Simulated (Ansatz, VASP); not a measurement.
**HfC: VASP beside Ansatz**

```
Hf C
1.0
     2.92010    0.00000    0.00000
     0.00000    2.92010    0.00000
     0.00000    0.00000    2.92010
Hf C
1 1
Direct
  0.00000 0.00000 0.00000
  0.50000 0.50000 0.50000
```

Alike in both runs: task single point; functional PBE; k mesh 12 × 12 × 12; occupations gaussian, width 0.05 eV; no spin polarisation.

|  | VASP | Ansatz |
| --- | --- | --- |
| version | VASP 6.6.1 | Ansatz 0.2.0 |
| potentials or method | VASP PAW PBE potentials, release 64 (Hf_pv, C), cutoff 520 eV | scalar-relativistic, plane waves, PAW |
| valence electrons in the cell | 14 | 30 |

```csv
,VASP,Ansatz,Ansatz less VASP
gap on the k mesh at the Fermi level (eV),none,none,-
pressure (GPa),-5.2,-3.8,+1.32
```

A gap of «none» marks a metal or a gap that the smearing closes. VASP's potentials hold 14 valence electrons a cell and Ansatz's 30, so a difference there can come from the potentials and not from the codes.

Spin-orbit coupling is off throughout.
